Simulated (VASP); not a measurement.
Write the native input for VASP 6.6.1 that does the following.

* Task: single point
* Functional: PBE
* Potentials or basis: VASP PAW PBE potentials, release 64 (Zn, S)
* Cutoff: 520 eV
* k mesh: 9 × 9 × 4
* Occupations: gaussian, width 0.05 eV
* Spin: no spin polarisation
* Dipole correction: no
* Further INCAR settings: ALGO = Normal; EDIFF = 1e-06; NBANDS = 26

The structure of ZnS lies in POSCAR:

```
ZnS
1.0
    3.8455587367      0.0000000000      0.0000000000
   -1.9227793683      3.3303515577      0.0000000000
    0.0000000000      0.0000000000      6.3037246770
Zn S
2 2
Direct
    0.3333333333      0.6666666667      0.0052003725
    0.6666666667      0.3333333333      0.5052003725
    0.3333333333      0.6666666667      0.4062443104
    0.6666666667      0.3333333333      0.9062443104
```

This cell differs from its parent crystal: atoms shifted along a free coordinate, c/a of the conventional cell at fixed volume 1.6392.

One way to write it, as run:

INCAR

```
SYSTEM = ZnS
PREC = Accurate
ENCUT = 520
EDIFF = 1E-6
ISMEAR = 0
SIGMA = 0.05
LREAL = .FALSE.
LASPH = .TRUE.
NELM = 80
ALGO = Normal
ISIF = 2
LWAVE = .FALSE.
LCHARG = .FALSE.
GGA = PE
NBANDS = 26
```

KPOINTS

```
regular mesh
0
G
  9 9 4
  0 0 0
```

Potentials or basis: VASP PAW PBE potentials, release 64 (Zn, S).

The run is started by

```sh
$ cat potpaw_PBE.64/Zn/POTCAR potpaw_PBE.64/S/POTCAR > POTCAR
$ mpirun -np 1 vasp_std > vasp.out
```

It gave:

The pressure is 1.0 GPa, the largest force is 0.589 eV/Å and the band gap on the k mesh is 2.12 eV.

Run time: 100 s on 1 thread of AMD EPYC 7R13, with other jobs on the host, peak memory 0.2 GiB.
